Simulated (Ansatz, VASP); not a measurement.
# F: VASP beside Ansatz

Contents of INCAR:

```
PREC     = Accurate       # precision mode
ENCUT    = 520            # plane-wave cutoff, eV
EDIFF    = 1E-6           # SCF threshold, eV
ISMEAR   = -1             # smearing method
SIGMA    = 0.08           # smearing width, eV
LREAL    = F              # projectors in reciprocal space
LASPH    = T              # aspherical terms in the spheres
NELM     = 60             # most SCF steps
ALGO     = Normal         # electronic algorithm
ISIF     = 2              # what is computed and relaxed
LWAVE    = F              # write WAVECAR
LCHARG   = F              # write CHGCAR
GGA      = PE             # functional
NBANDS   = 10             # bands
```

KPOINTS

```
regular mesh
0
Gamma
  15 15 15
```

File POSCAR:

```
F
1.0
    2.1793525354      0.0000000000      0.0000000000
    0.0000000000      2.1793525354      0.0000000000
    0.0000000000      0.0000000000      2.1793525354
F
1
Direct
    0.0000000000      0.0000000000      0.0000000000
```

Input for Ansatz:

```yaml
crystal:
  lattice:
    - [2.1793525354, 0.0, 0.0]
    - [0.0, 2.1793525354, 0.0]
    - [0.0, 0.0, 2.1793525354]
  atoms:
    - { symbol: F, position: [0.0, 0.0, 0.0] }
kpoints:
  mp_grid: { grid: [15, 15, 15] }
scf:
  occupations: { method: fermi_dirac, width: 0.08 }
hamiltonian:
  xc: pbe
  pseudopotentials: { kind: all_electron, lapw: { basis_error: 0.00025 } }
output:
  forces: true
  stress: true
  eigenvalues: true
```

Change from the starting cell: volume scaled by 0.98.

Alike in both runs: task single point; functional PBE; k mesh 15 × 15 × 15; occupations fermi-dirac, width 0.08 eV; no spin polarisation.

```csv
,VASP,Ansatz
version,VASP 6.6.1,Ansatz 0.2.0
potentials or method,"VASP PAW PBE potentials, release 64 (F), cutoff 520 eV","all-electron LAPW, scalar-relativistic"
```

|  | VASP | Ansatz | Ansatz less VASP |
| --- | --- | --- | --- |
| pressure (GPa) | 0.5 | 1.2 | +0.69 |

Ansatz ran all-electron here, and VASP with PAW potentials.
